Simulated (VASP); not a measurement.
A run of VASP 6.6.1 is set up as follows.

File INCAR:

```
PREC = Accurate
ENCUT = 520
EDIFF = 1E-7
ISMEAR = -1
SIGMA = 0.1
LREAL = False
LASPH = True
NELM = 100
ALGO = Normal
ISIF = 2
LWAVE = False
LCHARG = False
GGA = B5
ALDAX = 1.0
AGGAX = 1.0
AGGAC = 1.0
ALDAC = 0.0
NBANDS = 12
```

KPOINTS

```
Automatic mesh
0
Gamma
  12 12 11
```

Contents of POSCAR:

```
P
1.0
    3.3037965013      0.0000000000      0.0000000000
   -1.6518982507      2.8611716991      0.0000000000
    0.0000000000      0.0000000000      3.1909434875
P
2
Direct
    0.3333333333      0.6666666667      0.2500000000
    0.6666666667      0.3333333333      0.7500000000
```

Potentials or basis: VASP PAW PBE potentials, release 64 (P).

Command:

```console
$ cat potpaw_PBE.64/P/POTCAR > POTCAR
$ mpirun -np 1 vasp_std > vasp.out
```

(1) Predict the band gap on the k mesh.

(2) Predict the pressure.

## Answers

(1) zero (band 5 reaches 11.13 eV, above the bottom of band 6 at 6.47 eV).

(2) 10.9 GPa.

Caveat: the PAW data sets were made with another functional, which shifts forces and pressure a little.
